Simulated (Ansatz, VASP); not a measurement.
NaH: VASP beside Ansatz

The input INCAR:

```
PREC = Accurate
ENCUT = 520
EDIFF = 1E-8
ISMEAR = -1
SIGMA = 0.08
LREAL = F
LASPH = T
NELM = 100
ALGO = Normal
ISIF = 2
LWAVE = F
LCHARG = F
GGA = PE
LEFG = T
NBANDS = 11
```

The input KPOINTS:

```
Automatic mesh
0
Gamma
  12 12 12
```

File POSCAR:

```
NaH
1.0
    0.0000000000      2.4315529388      2.4315529388
    2.4315529388      0.0000000000      2.4315529388
    2.4315529388      2.4315529388      0.0000000000
Na H
1 1
Direct
    0.0000000000      0.0000000000      0.0000000000
    0.5000000000      0.5000000000      0.5000000000
```

Input for Ansatz:

```yaml
crystal:
  lattice:
    - [0.0, 2.4315529388, 2.4315529388]
    - [2.4315529388, 0.0, 2.4315529388]
    - [2.4315529388, 2.4315529388, 0.0]
  atoms:
    - { symbol: Na, position: [0.0, 0.0, 0.0] }
    - { symbol: H, position: [0.5, 0.5, 0.5] }
kpoints:
  mp_grid: { grid: [12, 12, 12] }
scf:
  occupations: { method: fermi_dirac, width: 0.08 }
hamiltonian:
  xc: pbe
  pseudopotentials: { kind: paw }
output:
  forces: true
  stress: true
  eigenvalues: true
  efg: { contact_densities: true }
```

Change from the starting cell: volume scaled by 1.02, PAW files.

Alike in both runs: task electric field gradients; functional PBE; k mesh 12 × 12 × 12; occupations fermi-dirac, width 0.08 eV; no spin polarisation.

|  | VASP | Ansatz |
| --- | --- | --- |
| version | VASP 6.6.1 | Ansatz 0.2.0 |
| potentials or method | VASP PAW PBE potentials, release 64 (Na_pv, H) | PAW with Ansatz's default frozen-core files, scalar-relativistic |
| plane-wave cutoff (eV) | 520 | 420 |
| valence electrons in the cell | 8 | 10 |

```tsv
	VASP	Ansatz	Ansatz less VASP
gap on the k mesh at the Fermi level (eV)	3.73	3.73	+0.002
pressure (GPa)	-0.5	-0.4	+0.03
```

VASP's potentials hold 8 valence electrons a cell and Ansatz's 10, so a difference there can come from the potentials and not from the codes.
